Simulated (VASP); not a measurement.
Set up this calculation in VASP 6.6.1, as the native input.

```yaml
Task: single point
Functional: r2SCAN
Potentials_or_basis: VASP PAW PBE potentials, release 64 (N)
Cutoff: 520 eV
k_mesh: 4 × 4 × 4
Occupations: gaussian, width 0.02 eV
Spin: collinear spin, ferromagnetic start
Starting_moments: "[3.23, 3.23, 3.23, 3.23] μB"
Dipole_correction: no
Further_INCAR_settings: ALGO = Normal; EDIFF = 1e-06; NBANDS = 22
```

N:

```
N
1.0
     5.32763    0.00000    0.00000
     0.00000    5.32763    0.00000
     0.00000    0.00000    5.32763
N
4
Direct
  0.00037 0.00037 0.00037
  0.49963 0.99963 0.50037
  0.50037 0.49963 0.99963
  0.99963 0.50037 0.49963
```

This cell differs from its parent crystal: volume scaled by 0.88, then relaxed in part.

The input as run:

POSCAR

```
N
1.0
    5.3276336502      0.0000000000      0.0000000000
    0.0000000000      5.3276336502      0.0000000000
    0.0000000000      0.0000000000      5.3276336502
N
4
Direct
    0.0003698838      0.0003698838      0.0003698838
    0.4996301162      0.9996301162      0.5003698838
    0.5003698838      0.4996301162      0.9996301162
    0.9996301162      0.5003698838      0.4996301162
```

INCAR.step1

```
PREC = Accurate
ENCUT = 520
ISMEAR = 0
SIGMA = 0.02
LREAL = F
LASPH = T
NELM = 150
ISPIN = 2
MAGMOM = 3.23 3.23 3.23 3.23
NBANDS = 22
GGA = PE
ALGO = Normal
EDIFF = 1E-4
LWAVE = T
LCHARG = F
```

INCAR.step2

```
PREC = Accurate
ENCUT = 520
EDIFF = 1E-6
ISMEAR = 0
SIGMA = 0.02
LREAL = F
LASPH = T
NELM = 150
ALGO = Normal
ISIF = 2
LWAVE = F
LCHARG = T
ISPIN = 2
MAGMOM = 3.23 3.23 3.23 3.23
LORBIT = 11
METAGGA = R2SCAN
LMIXTAU = T
LELF = T
LVHAR = T
NBANDS = 22
ISTART = 1
```

KPOINTS

```
Automatic mesh
0
Gamma
  4 4 4
```

Potentials or basis: VASP PAW PBE potentials, release 64 (N).

Command:

```sh
$ cat potpaw_PBE.64/N/POTCAR > POTCAR
$ cp INCAR.step1 INCAR
$ mpirun -np 1 vasp_std > vasp.out
$ cp INCAR.step2 INCAR
$ mpirun -np 1 vasp_std > vasp.out
```

Results of the run:

```
Pressure                                              : 0.0 GPa
Band gap on the k mesh                                : 4.25 eV
Net moment                                            : 12.00 μB per cell
Site moments                                          : N +1.99 μB
Valence electrons inside the program's atomic spheres : N 3.30
```

Caveat: the PAW data sets were made with another functional, which shifts forces and pressure a little.

Run time: 5.6 min on 1 thread of Oxide Virtual Turin-like Processor (shared host), peak memory 0.28 GiB.
